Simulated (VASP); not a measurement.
Input of a VASP 6.6.1 run:

File INCAR:

```
  ALGO = Normal
  EDIFF = 1E-6
  ENCUT = 520
  GGA = PS
  ISIF = 2
  ISMEAR = -1
  LASPH = True
  LCHARG = True
  LELF = True
  LREAL = Auto
  LVHAR = True
  LWAVE = False
  NBANDS = 52
  NELM = 80
  PREC = Accurate
  SIGMA = 0.02
```

The input KPOINTS:

```
k-points
0
Gamma
  2 2 2
```

The input POSCAR:

```
TiSi16
1.0
    0.0000000000      5.4300000000      5.4300000000
    5.4300000000      0.0000000000      5.4300000000
    5.4300000000      5.4300000000      0.0000000000
Si Ti
16 1
Direct
   -0.0010860037     -0.0127186004     -0.0011764273
    0.1407944751      0.0768425414      0.1407088398
   -0.0010936464     -0.0126978821      0.5140282689
    0.1137555249      0.1360953039      0.6246039595
    0.0169250460      0.4485806630      0.0167598527
    0.1135079190      0.6140186004      0.1133535912
   -0.0270652855      0.5094212707      0.5083529466
    0.1134818600      0.6140422652      0.6581459484
    0.5141244936     -0.0127119705     -0.0011797422
    0.6246935543      0.1361007366      0.1136616943
    0.4844124309      0.0460081952      0.4843190608
    0.6246886740      0.1361113260      0.6245984346
    0.5085014733      0.5094241252     -0.0272313076
    0.6583104972      0.6140289134      0.1133303867
    0.5084756906      0.5094362799      0.5083438306
    0.6085666667      0.6736552486      0.6084011050
    0.2853084715      0.6434344383      0.2851403315
```

Potentials or basis: VASP PAW PBE potentials, release 64 (Si, Ti_sv).

Launch:

```bash
$ cat potpaw_PBE.64/Si/POTCAR potpaw_PBE.64/Ti_sv/POTCAR > POTCAR
$ mpirun -np 1 vasp_std > vasp.out
```

Problem. Estimate the pressure.

Solution. 2.6 GPa.

Problem. Estimate the largest force.

Solution. 2.018 eV/Å.

Problem. What does it give for the band gap on the k mesh?

Solution. Zero (band 38 reaches 6.85 eV, above the bottom of band 39 at 6.53 eV).

Stress tensor (GPa, compression positive):
```
 2.60  0.63 -0.63
 0.63  2.60  0.63
-0.63  0.63  2.60
```

Caveat: the k points lie up to 0.50 Å⁻¹ apart; the PAW data sets were made with another functional, which shifts forces and pressure a little.
